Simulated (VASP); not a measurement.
Write the native input for VASP 6.6.1 that does the following.

| Item | Value |
| --- | --- |
| Task | single point |
| Functional | PBE |
| Potentials or basis | VASP PAW PBE potentials, release 64 (Ba_sv) |
| Cutoff | 520 eV |
| k mesh | 14 × 14 × 14 |
| Occupations | gaussian, width 0.15 eV |
| Spin | no spin polarisation |
| Dipole correction | no |
| Further INCAR settings | ALGO = Fast; EDIFF = 1e-07; NBANDS = 11 |

The structure of Ba lies in POSCAR:

```
Ba
1.0
   -2.3750000000      2.3750000000      2.5625000000
    2.3750000000     -2.3750000000      2.5625000000
    2.3750000000      2.3750000000     -2.5625000000
Ba
1
Direct
    0.0000000000      0.0000000000      0.0000000000
```

This cell differs from its parent crystal: strain -0.050 along x and y, +0.025 along z.

These files were run (other wordings do the same):

INCAR

```
  ALGO = Fast
  EDIFF = 1E-7
  ENCUT = 520
  GGA = PE
  ISIF = 2
  ISMEAR = 0
  LASPH = True
  LCHARG = False
  LREAL = False
  LWAVE = False
  NBANDS = 11
  NELM = 80
  PREC = Accurate
  SIGMA = 0.15
```

KPOINTS

```
k-points
0
Gamma
  14 14 14
```

Potentials or basis: VASP PAW PBE potentials, release 64 (Ba_sv).

Run with:

```bash
$ cat potpaw_PBE.64/Ba_sv/POTCAR > POTCAR
$ mpirun -np 1 vasp_std > vasp.out
```

Results of the run:

| Property | Result |
| --- | --- |
| Pressure | 1.0 GPa |
| Band gap on the k mesh | zero (band 5 reaches 2.39 eV, above the bottom of band 6 at 1.35 eV) |

Caveat: the cell differs from its parent crystal (strain -0.050 along x and y, +0.025 along z); spin-orbit coupling is left out, which moves the levels of the heavy elements.

Run time: 40 s on 1 thread of Intel(R) Xeon(R) 6975P-C (Granite Rapids), on a shared host, peak memory 0.28 GiB.
